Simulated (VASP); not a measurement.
RbBr, 2 atoms in the cell. The structure is orthorhombic, space group Imm2 (No. 44). Conventional cell: a = 5.419 Å, b = 5.526 Å, c = 7.739 Å, α = 90.00°, β = 90.00°, γ = 90.00°. Rb (site symmetry mm2) has 4 Br at 3.35 Å within 4.4 Å. Within 4.4 Å of Br (site symmetry mm2) lie 4 Rb at 3.35 Å.  This cell differs from its parent crystal: shear xy strain -1.9%.

```yaml
Program: VASP 6.6.1
Task: single point
Functional: r2SCAN
Potentials_or_basis: VASP PAW PBE potentials, release 64 (Rb_sv, Br)
Cutoff: 520 eV
k_mesh: 6 × 6 × 6
Occupations: gaussian, width 0.01 eV
Spin: no spin polarisation
Dipole_correction: no
Further_INCAR_settings: ALGO = Normal; EDIFF = 1e-07; NBANDS = 15
```

Potentials or basis: VASP PAW PBE potentials, release 64 (Rb_sv, Br).

Run with:

```console
$ cat potpaw_PBE.64/Rb_sv/POTCAR potpaw_PBE.64/Br/POTCAR > POTCAR
$ cp INCAR.step1 INCAR
$ mpirun -np 1 vasp_std > vasp.out
$ cp INCAR.step2 INCAR
$ mpirun -np 1 vasp_std > vasp.out
```

Hardware: 1 thread of Intel(R) Xeon(R) Platinum 8259CL CPU @ 2.50GHz (Skylake/Cascade Lake), with other jobs on the host.

Q: How long does it take, and how much memory?

A: Run time: 4.3 min on 1 thread of Intel(R) Xeon(R) Platinum 8259CL CPU @ 2.50GHz (Skylake/Cascade Lake), with other jobs on the host, peak memory 0.32 GiB. Counts: k points 46.
